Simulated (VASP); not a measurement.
Here is a VASP 6.6.1 calculation.

Contents of INCAR:

```
PREC = Accurate
ENCUT = 520
EDIFF = 1E-6
ISMEAR = 0
SIGMA = 0.1
LREAL = F
LASPH = T
NELM = 80
ALGO = Normal
ISIF = 2
LWAVE = F
LCHARG = T
GGA = PE
LELF = T
LVHAR = T
NBANDS = 25
```

The input KPOINTS:

```
regular mesh
0
Gamma
  10 10 10
```

File POSCAR:

```
TeAs2
1.0
   -3.5564540000      3.5564540000      2.9405160000
    3.5564540000     -3.5564540000      2.9405160000
    3.5564540000      3.5564540000     -2.9405160000
Te As
2 4
Direct
    0.7500000000      0.2500000000      0.5000000000
    0.0000000000      0.0000000000      0.0000000000
    0.3750000000      0.6250000000      0.2500000000
    0.3750000000      0.1250000000      0.7500000000
    0.3750000000      0.6250000000      0.7500000000
    0.8750000000      0.6250000000      0.2500000000
```

Potentials or basis: VASP PAW PBE potentials, release 64 (Te, As).

The run is started by

```console
$ cat potpaw_PBE.64/Te/POTCAR potpaw_PBE.64/As/POTCAR > POTCAR
$ mpirun -np 1 vasp_std > vasp.out
```

Q: What does it give for the pressure?

A: -0.7 GPa.

Q: What does it give for the band gap on the k mesh?

A: Zero (bands 16 and 17 overlap by 0.60 eV).

Stress tensor (GPa, compression positive):
```
-0.26  0.00  0.00
 0.00 -0.26  0.00
 0.00  0.00 -1.45
```

Caveat: spin-orbit coupling is left out, which moves the levels of the heavy elements.
